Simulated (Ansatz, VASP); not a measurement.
## Two plane-wave programs on TiO2

```
Ti O
1.0
     4.59220    0.00000    0.00000
     0.00000    4.59220    0.00000
     0.00000    0.00000    2.95740
Ti O
2 4
Direct
  0.00000 0.00000 0.00000
  0.50000 0.50000 0.50000
  0.30496 0.30496 0.00000
  0.19504 0.80496 0.50000
  0.69504 0.69504 0.00000
  0.80496 0.19504 0.50000
```

Alike in both runs: task single point; functional PBEsol; k mesh 4 × 4 × 6; no spin polarisation.

|  | VASP | Ansatz |
| --- | --- | --- |
| version | VASP 6.6.1 | Ansatz 0.2.0 |
| potentials or method | VASP PAW PBE potentials, release 64 (Ti_sv, O), cutoff 520 eV | plane waves, PAW |
| occupations | gaussian, width 0.01 eV | fixed |
| valence electrons in the cell | 48 | 48 |

```csv
,VASP,Ansatz,Ansatz less VASP
pressure (GPa),-1.0,-1.7,-0.66
"traceless stress, the component that is largest in VASP (GPa)",-1.12,-1.33,-0.202
```

VASP's potentials were made for PBE, not for PBEsol. Ansatz's warnings: stress scf threshold loose.
